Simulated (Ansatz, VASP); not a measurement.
HgTe: VASP beside Ansatz

```
Hg Te
1.0
     0.00000    3.35934    3.35934
     3.35934    0.00000    3.35934
     3.35934    3.35934    0.00000
Hg Te
1 1
Direct
  0.00000 0.00000 0.00000
  0.25000 0.25000 0.25000
```

Alike in both runs: task single point; functional PBE; k mesh 12 × 12 × 12; occupations gaussian, width 0.1 eV; no spin polarisation.

```csv
,VASP,Ansatz
version,VASP 6.6.1,Ansatz 0.2.0
potentials or method,"VASP PAW PBE potentials, release 64 (Hg, Te), cutoff 520 eV","scalar-relativistic, plane waves, PAW"
valence electrons in the cell,18,36
```

VASP gave:

```
gap on the k mesh at the Fermi level (eV) : none
pressure (GPa)                            : -0.9
```

Problem. What did Ansatz give for the same quantities?

Solution. gap on the k mesh at the Fermi level (eV): none; pressure (GPa): -1.0.

A gap of «none» marks a metal or a gap that the smearing closes. VASP's potentials hold 18 valence electrons a cell and Ansatz's 36, so a difference there can come from the potentials and not from the codes.

Neither program's run includes spin-orbit coupling.
